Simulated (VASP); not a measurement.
# W (Fm-3m) in VASP: notebook

Runs on W. Level: PBEsol. Tasks: single point.

All numbers are computed with VASP 6.6.1; they aren't measurements. Logs are shortened: lines on timing, memory, paths and dates and some standing lists are left out, and cuts for length are marked.

### Step 1. The cell of the first run

Symmetry: Fm-3m, No. 225, cubic system. Conventional cell: a = 4.061 Å, b = 4.061 Å, c = 4.061 Å, α = 90.00°, β = 90.00°, γ = 90.00°. W (site symmetry m-3m) has 12 W at 2.87 Å within 3.8 Å.

### Step 2. Single point, PBEsol

The input, INCAR:

```
SYSTEM = W
  PREC = Accurate
  ENCUT = 500
  EDIFF = 1E-6
  ISMEAR = 0
  SIGMA = 0.1
  LREAL = .False.
  LASPH = .True.
  NELM = 120
  ALGO = Normal
  ISIF = 2
  LWAVE = .False.
  LCHARG = .False.
  GGA = PS
  NBANDS = 13
  GGA_COMPAT = .False.
```

The input, KPOINTS:

```
regular mesh
0
Gamma
  8 8 8
  0 0 0
```

The input, POSCAR:

```
W
1.0
    0.0000000000      2.0307395668      2.0307395668
    2.0307395668      0.0000000000      2.0307395668
    2.0307395668      2.0307395668      0.0000000000
W
1
Direct
    0.0000000000      0.0000000000      0.0000000000
```

Potentials or basis: VASP PAW PBE potentials, release 64 (W_sv).

The run is started by

```sh
$ cat potpaw_PBE.64/W_sv/POTCAR > POTCAR
$ mpirun -np 1 vasp_std > vasp.out
```

OUTCAR:

```text
SYSTEM = W
   PREC = Accurate
   ENCUT = 500
   EDIFF = 1E-6
   ISMEAR = 0
   LREAL = .False.
   LASPH = .True.
   NELM = 120
   ISIF = 2
   GGA = PS

 ion  position               nearest neighbor table
   1  0.000  0.000  0.000-

  LATTYP: Found a face centered cubic cell.
 ALAT       =     4.0614791336

  Lattice vectors:

 A1 = (   0.0000000000,   2.0307395668,   2.0307395668)
 A2 = (   2.0307395668,   0.0000000000,   2.0307395668)
 A3 = (   2.0307395668,   2.0307395668,   0.0000000000)

Analysis of symmetry for initial positions (statically):
=====================================================================
 Subroutine PRICEL returns:
 Original cell was already a primitive cell.

 Routine SETGRP: Setting up the symmetry group for a
 face centered cubic supercell.

 Subroutine GETGRP returns: Found 48 space group operations
 (whereof 48 operations were pure point group operations)
 out of a pool of 48 trial point group operations.

The static configuration has the point symmetry O_h .

Analysis of symmetry for dynamics (positions and initial velocities):
=====================================================================
 Subroutine PRICEL returns:
 Original cell was already a primitive cell.

 Routine SETGRP: Setting up the symmetry group for a
 face centered cubic supercell.

 Subroutine GETGRP returns: Found 48 space group operations
 (whereof 48 operations were pure point group operations)
 out of a pool of 48 trial point group operations.

The dynamic configuration has the point symmetry O_h .

 Subroutine INISYM returns: Found 48 space group operations
 (whereof 48 operations are pure point group operations),
 and found     1 'primitive' translations

----------------------------------------------------------------------------------------

                                     Primitive cell

  volume of cell :      16.7491

  direct lattice vectors                    reciprocal lattice vectors
     0.000000000  2.030739567  2.030739567    -0.246215718  0.246215718  0.246215718
     2.030739567  0.000000000  2.030739567     0.246215718 -0.246215718  0.246215718
     2.030739567  2.030739567  0.000000000     0.246215718  0.246215718 -0.246215718

  length of vectors
     2.871899437  2.871899437  2.871899437     0.426458133  0.426458133  0.426458133

  position of ions in fractional coordinates (direct lattice)
     0.000000000  0.000000000  0.000000000

  ion indices of the primitive-cell ions
   primitive index   ion index
                 1           1

----------------------------------------------------------------------------------------

 KPOINTS: regular mesh

Automatic generation of k-mesh.
 Grid dimensions read from file:
 generate k-points for:    8    8    8

 Generating k-lattice:

  Cartesian coordinates                     Fractional coordinates (reciprocal lattice)
    -0.030776965  0.030776965  0.030776965     0.125000000  0.000000000  0.000000000
     0.030776965 -0.030776965  0.030776965     0.000000000  0.125000000  0.000000000
     0.030776965  0.030776965 -0.030776965     0.000000000  0.000000000  0.125000000

  Length of vectors
     0.053307267  0.053307267  0.053307267

  Shift w.r.t. Gamma in fractional coordinates (k-lattice)
     0.000000000  0.000000000  0.000000000

 Subroutine IBZKPT returns following result:
 ===========================================

 Found     29 irreducible k-points:

 Following reciprocal coordinates:
            Coordinates               Weight
  0.000000  0.000000  0.000000      1.000000
  0.125000  0.000000  0.000000      8.000000
  0.250000  0.000000  0.000000      8.000000
  0.375000  0.000000  0.000000      8.000000
  0.500000  0.000000  0.000000      4.000000
  0.125000  0.125000  0.000000      6.000000
[... 16 lines left out ...]
  0.500000  0.250000  0.125000     48.000000
 -0.375000  0.250000  0.125000     24.000000
 [... further k-points ...]
   k-points           NKPTS =     29   k-points in BZ     NKDIM =     29   number of bands    NBANDS=     13
   number of dos      NEDOS =    301   number of ions     NIONS =      1
   total plane-waves  NPLWV =  13824
   dimension x,y,z NGX =    24 NGY =   24 NGZ =   24
   dimension x,y,z NGXF=    48 NGYF=   48 NGZF=   48
   ions per type =               1
   NGX,Y,Z   is equivalent  to a cutoff of  13.89, 13.89, 13.89 a.u.
   NGXF,Y,Z  is equivalent  to a cutoff of  27.79, 27.79, 27.79 a.u.
 SYSTEM =  W
   PREC   = accura    normal or accurate (medium, high low for compatibility)
   ISTART =      0    job   : 0-new  1-cont  2-samecut
   ICHARG =      2    charge: 1-file 2-atom 10-const
   ISPIN  =      1    spin polarized calculation?
   LNONCOLLINEAR =      F non collinear calculations
   LSORBIT =      F    spin-orbit coupling
   LASPH  =      T    aspherical Exc in radial PAW
   ENCUT  =  500.0 eV  36.75 Ry    6.06 a.u.   5.24  5.24  5.24*2*pi/ulx,y,z
   NELM   =    120;   NELMIN=  2; NELMDL= -5     # of ELM steps
   EDIFF  = 0.1E-05   stopping-criterion for ELM
   LREAL  =      F    real-space projection
   EDIFFG = 0.1E-04   stopping-criterion for IOM
   NSW    =      0    number of steps for IOM
   IBRION =     -1    ionic relax: 0-MD 1-quasi-New 2-CG
   NFREE  =      0    steps in history (QN), initial steepest desc. (CG)
   ISIF   =      2    stress and relaxation
   ISYM   =      2    0-nonsym 1-usesym 2-fastsym
   POTIM  = 0.5000    time-step for ionic-motion
   TEBEG  =    0.0;   TEEND  =   0.0 temperature during run
   PSTRESS=    0.0 pullay stress
   NELECT =      14.0000    total number of electrons
   NUPDOWN=      -1.0000    fix difference up-down
   EMIN   =  10.00;   EMAX   =-10.00  energy-range for DOS
   EFERMI =   0.00;   METHOD = LEGACY
   ISMEAR =     0;   SIGMA  =   0.10  broadening in eV -4-tet -1-fermi 0-gaus
   EFERMI_NEDOS =   21; number of points for ismear=-14 and -15
   IALGO  =     38    algorithm
   IMIX   =      4    mixing-type and parameters
     AMIX     =   0.40;   BMIX     =  1.00
     AMIX_MAG =   1.60;   BMIX_MAG =  1.00
  volume/ion in A,a.u.               =      16.75       113.03
  Fermi-wavevector in a.u.,A,eV,Ry     =   1.542126  2.914196 32.356744  2.378154
  Thomas-Fermi vector in A             =   2.647975
   LORBIT       =      0    0 simple, 1 ext, 2 COOP (PROOUT), +10 PAW based schemes
   GGA     = PS    functional components
   LHFCALC =     F    Hartree Fock is set to
   AEXX    =    0.0000 exact exchange contribution
   IVDW    =     0    specifies the selected vdW correction
   LEPSILON=     F    determine dielectric tensor
   LRPA    =     F    only Hartree local field effects (RPA)
 non-spin polarized calculation
 Gauss-broadening in eV      SIGMA  =   0.10
  energy-cutoff  :      500.00
  volume of cell :       16.75
 maximum number of plane-waves:       444
 NGX is ok and might be reduce to    24
   NGX = 11   NGY = 11   NGZ = 11

 number of electron      14.0000002 magnetization

 Free energy of the ion-electron system (eV)
  ---------------------------------------------------
  ext. energy  EPLUGINS =         0.00000000
  ---------------------------------------------------
  free energy    TOTEN  =       -13.29577948 eV

  energy without entropy =      -13.28726207  energy(sigma->0) =      -13.29152077

 E-fermi :   9.9674     XC(G=0): -13.4459

 val. band max:        9.9647230127   @ k =   0.2500   0.1250   0.0000
 cond. band min:      10.0253648955   @ k =   0.1250   0.1250   0.0000
 fundamental gap:      0.0606418828
 Fermi energy:         9.9673570551

 k-point     1 :       0.0000    0.0000    0.0000
  band No.  band energies     occupation
      1     -63.6530      2.00000
      2     -27.3019      2.00000
      3     -27.3019      2.00000
      4     -27.3019      2.00000
      5       1.1438      2.00000
      6       9.4936      2.00000
      7       9.4936      2.00000
      8       9.4936      2.00000
      9      12.5183      0.00000
     10      12.5183      0.00000
     11      22.8407      0.00000
     12      27.9263      0.00000
     13      27.9263      0.00000

 k-point     2 :       0.1250    0.0000    0.0000
  band No.  band energies     occupation
      1     -63.6389      2.00000
      2     -27.4683      2.00000
      3     -27.3234      2.00000
      4     -27.3234      2.00000
      5       1.7931      2.00000
      6       9.0440      2.00000
      7       9.7672      1.99535
      8       9.7672      1.99535
      9      12.3032      0.00000
     10      12.3032      0.00000
     11      24.0401      0.00000
     12      25.8999      0.00000
     13      29.1435      0.00000

 k-point     3 :       0.2500    0.0000    0.0000
  band No.  band energies     occupation
      1     -63.6047      2.00000
      2     -27.8561      2.00000
      3     -27.3749      2.00000
      4     -27.3749      2.00000
      5       3.3291      2.00000
      6       8.5138      2.00000
      7       9.9186      1.50928
      8       9.9186      1.50928
      9      12.6139      0.00000
     10      12.6139      0.00000
     11      23.0209      0.00000
     12      26.6386      0.00000
     13      32.2916      0.00000

 k-point     4 :       0.3750    0.0000    0.0000
  band No.  band energies     occupation
      1     -63.5703      2.00000
      2     -28.2262      2.00000
      3     -27.4258      2.00000
      4     -27.4258      2.00000
      5       4.3844      2.00000
      6       9.4107      2.00000
      7       9.4968      2.00000
      8       9.4968      2.00000
      9      14.0429      0.00000
     10      14.0429      0.00000
     11      21.1570      0.00000
     12      24.1955      0.00000
     13      30.3464      0.00000

 k-point     5 :       0.5000    0.0000    0.0000
  band No.  band energies     occupation
      1     -63.5560      2.00000
      2     -28.3749      2.00000
      3     -27.4467      2.00000
      4     -27.4467      2.00000
      5       4.5362      2.00000
      6       9.2747      2.00000
      7       9.2747      2.00000
      8      10.6365      0.00000
      9      14.9329      0.00000
     10      14.9329      0.00000
     11      20.0028      0.00000
     12      22.4621      0.00000
     13      28.4776      0.00000

 k-point     6 :       0.1250    0.1250    0.0000
  band No.  band energies     occupation
      1     -63.6342      2.00000
      2     -27.4637      2.00000
      3     -27.3602      2.00000
      4     -27.3602      2.00000
      5       2.0122      2.00000
      6       8.6990      2.00000
      7      10.0254      0.41201
      8      10.0254      0.41201
      9      11.5274      0.00000
     10      12.8121      0.00000
     11      24.5506      0.00000
     12      26.8622      0.00000
     13      28.4727      0.00000

 k-point     7 :       0.2500    0.1250    0.0000
  band No.  band energies     occupation
      1     -63.6067      2.00000
      2     -27.7508      2.00000
      3     -27.4223      2.00000
      4     -27.4060      2.00000
      5       3.3032      2.00000
      6       8.0385      2.00000
      7       9.9647      1.02972
      8      10.4634      0.00000
      9      11.5812      0.00000
     10      13.2249      0.00000
     11      24.8155      0.00000
     12      26.8741      0.00000
     13      29.6435      0.00000
[... 193 lines left out ...]
 k-point    20 :      -0.3750    0.3750    0.0000
  band No.  band energies     occupation
      1     -63.5267      2.00000
      2     -28.1386      2.00000
      3     -27.9272      2.00000
      4     -27.6105      2.00000
      5       5.7948      2.00000
      6       6.8333      2.00000
      7       9.9010      1.65178
      8      12.5853      0.00000
      9      14.5648      0.00000
     10      17.4982      0.00000
     11      20.1704      0.00000
     12      23.4929      0.00000
     13      25.8329      0.00000

 k-point    21 :       0.5000    0.5000    0.0000
  band No.  band energies     occupation
      1     -63.5241      2.00000
      2     -28.3082      2.00000
      3     -27.6913      2.00000
      4     -27.6913      2.00000
      5       4.6832      2.00000
      6       5.6425      2.00000
      7      12.9934      0.00000
      8      14.8888      0.00000
      9      15.6462      0.00000
     10      15.6462      0.00000
     11      21.6046      0.00000
     12      21.6046      0.00000
     13      22.5640      0.00000

 k-point    22 :       0.3750    0.2500    0.1250
  band No.  band energies     occupation
      1     -63.5791      2.00000
      2     -27.9471      2.00000
      3     -27.5758      2.00000
      4     -27.4421      2.00000
      5       4.6716      2.00000
      6       7.5061      2.00000
      7       9.1082      2.00000
      8      11.4989      0.00000
      9      11.6261      0.00000
     10      14.5699      0.00000
     11      24.5261      0.00000
     12      27.8428      0.00000
     13      27.8664      0.00000

 k-point    23 :       0.5000    0.2500    0.1250
  band No.  band energies     occupation
      1     -63.5514      2.00000
      2     -28.1454      2.00000
      3     -27.6949      2.00000
      4     -27.5041      2.00000
      5       5.8725      2.00000
      6       7.7507      2.00000
      7       8.3622      2.00000
      8      11.0351      0.00000
      9      13.4735      0.00000
     10      16.3527      0.00000
     11      21.5208      0.00000
     12      26.0600      0.00000
     13      26.3862      0.00000

 k-point    24 :      -0.3750    0.2500    0.1250
  band No.  band energies     occupation
      1     -63.5399      2.00000
      2     -28.2299      2.00000
      3     -27.7322      2.00000
      4     -27.5375      2.00000
      5       6.0903      2.00000
      6       7.5514      2.00000
      7       9.1424      2.00000
      8      10.7183      0.00000
      9      14.4376      0.00000
     10      17.6936      0.00000
     11      18.9463      0.00000
     12      25.5604      0.00000
     13      26.6634      0.00000

 [... further k-points ...]
[... 5 lines left out ...]
  --------------------------------------------------------------------------------------
  -------------------------------------------------------------------------------------
  Total       -1.2620342     -1.2620342     -1.2620342      0.0000000      0.0000000      0.0000000
  in kB     -120.7227257   -120.7227257   -120.7227257      0.0000000      0.0000000      0.0000000
  external PRESSURE =    -120.7227257 kB  Pullay stress =       0.0000000 kB

 VOLUME and BASIS-vectors are now :
 -----------------------------------------------------------------------------
  energy-cutoff  :      500.00
  volume of cell :       16.75
      direct lattice vectors                 reciprocal lattice vectors
     0.000000000  2.030739567  2.030739567    -0.246215718  0.246215718  0.246215718
     2.030739567  0.000000000  2.030739567     0.246215718 -0.246215718  0.246215718
     2.030739567  2.030739567  0.000000000     0.246215718  0.246215718 -0.246215718

 POSITION                                       TOTAL-FORCE (eV/Angst)
 -----------------------------------------------------------------------------------
      0.00000      0.00000      0.00000         0.000000      0.000000      0.000000
 -----------------------------------------------------------------------------------
    total drift:                               -0.000000     -0.000000     -0.000000

  FREE ENERGIE OF THE ION-ELECTRON SYSTEM (eV)
  ---------------------------------------------------
  free  energy   TOTEN  =       -13.2957794812 eV

  energy  without entropy=      -13.2872620674  energy(sigma->0) =      -13.29152077
```

Run time: 8.6 s. Hardware: 1 thread of Intel Xeon 8259CL, shared host; peak memory 0.14 GiB.

Results:

```yaml
Free_energy: -13.2958 eV
Pressure: -12.1 GPa
Band_gap_on_the_k_mesh: zero (band 7 reaches 12.99 eV, above the bottom of band 8 at 9.49 eV)
```

Levels at points of the mesh, in eV from the Fermi level:
| k point | band 3 | band 4 | band 5 | band 6 | band 7 | band 8 | band 9 | band 10 | band 11 | band 12 |
| --- | --- | --- | --- | --- | --- | --- | --- | --- | --- | --- |
| (0.00, 0.00, 0.00) | -37.27 | -37.27 | -8.82 | -0.47 | -0.47 | -0.47 | 2.55 | 2.55 | 12.87 | 17.96 |
| (0.50, 0.00, 0.00) | -37.41 | -37.41 | -5.43 | -0.69 | -0.69 | 0.67 | 4.97 | 4.97 | 10.04 | 12.49 |
| (0.50, 0.50, 0.00) | -37.66 | -37.66 | -5.28 | -4.32 | 3.03 | 4.92 | 5.68 | 5.68 | 11.64 | 11.64 |

Caveat: the PAW data sets were made with another functional, which shifts forces and pressure a little; spin-orbit coupling is left out, which moves the levels of the heavy elements.

### Step 3. Single point, PBEsol

This run uses another cell than the first one, of 16.01 Å³/atom, 0.956 times its volume.

The input, INCAR:

```
SYSTEM = W
PREC = Accurate
ENCUT = 500
EDIFF = 1E-6
ISMEAR = 0
SIGMA = 0.1
LREAL = .FALSE.
LASPH = .TRUE.
NELM = 120
ALGO = Normal
ISIF = 2
LWAVE = .FALSE.
LCHARG = .FALSE.
GGA = PS
NBANDS = 13
GGA_COMPAT = .FALSE.
```

The input, KPOINTS:

```
regular mesh
0
G
  8 8 8
  0 0 0
```

The input, POSCAR:

```
W
1.0
    0.0000000000      2.0003135362      2.0003135362
    2.0003135362      0.0000000000      2.0003135362
    2.0003135362      2.0003135362      0.0000000000
W
1
Direct
    0.0000000000      0.0000000000      0.0000000000
```

Potentials or basis: VASP PAW PBE potentials, release 64 (W_sv).

The run is started by

```sh
$ cat potpaw_PBE.64/W_sv/POTCAR > POTCAR
$ mpirun -np 1 vasp_std > vasp.out
```

Run time: 8 s. Hardware: 1 thread of Intel Xeon 8259CL, shared host; peak memory 0.14 GiB.

It converged, with:

- Free energy: -13.3228 eV
- Pressure: 0.6 GPa
- Band gap on the k mesh: zero (band 7 reaches 13.87 eV, above the bottom of band 8 at 10.06 eV)

Levels at points of the mesh, in eV from the Fermi level:
```
           k point  band 5  band 6  band 7  band 8  band 9  band 10
(0.00, 0.00, 0.00)   -9.04   -0.51   -0.51   -0.51    2.72     2.72
(0.50, 0.00, 0.00)   -5.66   -0.75   -0.75    0.82    5.30     5.30
(0.50, 0.50, 0.00)   -5.59   -4.60    3.29    5.26    6.07     6.07
```

Caveat: the PAW data sets were made with another functional, which shifts forces and pressure a little; spin-orbit coupling is left out, which moves the levels of the heavy elements.
